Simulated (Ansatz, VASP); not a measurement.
# W in VASP and in Ansatz

Contents of INCAR:

```
PREC = Accurate
ENCUT = 520
EDIFF = 1E-6
ISMEAR = 1
SIGMA = 0.01
LREAL = F
LASPH = T
NELM = 80
ALGO = Normal
ISIF = 2
LWAVE = F
LCHARG = F
GGA = PE
NBANDS = 13
```

Contents of KPOINTS:

```
Automatic mesh
0
Gamma
  14 14 14
```

POSCAR

```
W
1.0
   -1.5921723362      1.5921723362      1.5921723362
    1.5921723362     -1.5921723362      1.5921723362
    1.5921723362      1.5921723362     -1.5921723362
W
1
Direct
    0.0000000000      0.0000000000      0.0000000000
```

Input for Ansatz:

```yaml
crystal:
  lattice:
    - [-1.5921723362, 1.5921723362, 1.5921723362]
    - [1.5921723362, -1.5921723362, 1.5921723362]
    - [1.5921723362, 1.5921723362, -1.5921723362]
  atoms:
    - { symbol: W, position: [0.0, 0.0, 0.0] }
hamiltonian:
  xc: pbe
  pseudopotentials:
    kind: paw
    azcp:
      W: "pseudopotentials/W.paw.azcp"
basis:
  ecutwfc: 420
  fft_grid_basis: typed
kpoints:
  mp_grid: { grid: [14, 14, 14], shift: [0, 0, 0] }
magnetization:
  spin_polarized: false
scf:
  occupations: { method: cold, width: 0.01 }
  lower_state_search: "off"
output:
  stress: true
```

Alike in both runs: task single point; functional PBE; k mesh 14 × 14 × 14; no spin polarisation.

```csv
,VASP,Ansatz
version,VASP 6.6.1,Ansatz 0.2.0
potentials or method,"VASP PAW PBE potentials, release 64 (W_sv), cutoff 520 eV","plane waves (420 eV) with PAW, scalar-relativistic"
occupations,"methfessel-paxton of order 1, width 0.01 eV","cold, width 0.01 eV"
valence electrons in the cell,14,14
```

|  | VASP | Ansatz | Ansatz less VASP |
| --- | --- | --- | --- |
| pressure (GPa) | 0.8 | 0.4 | -0.48 |

Spin-orbit coupling is off throughout.
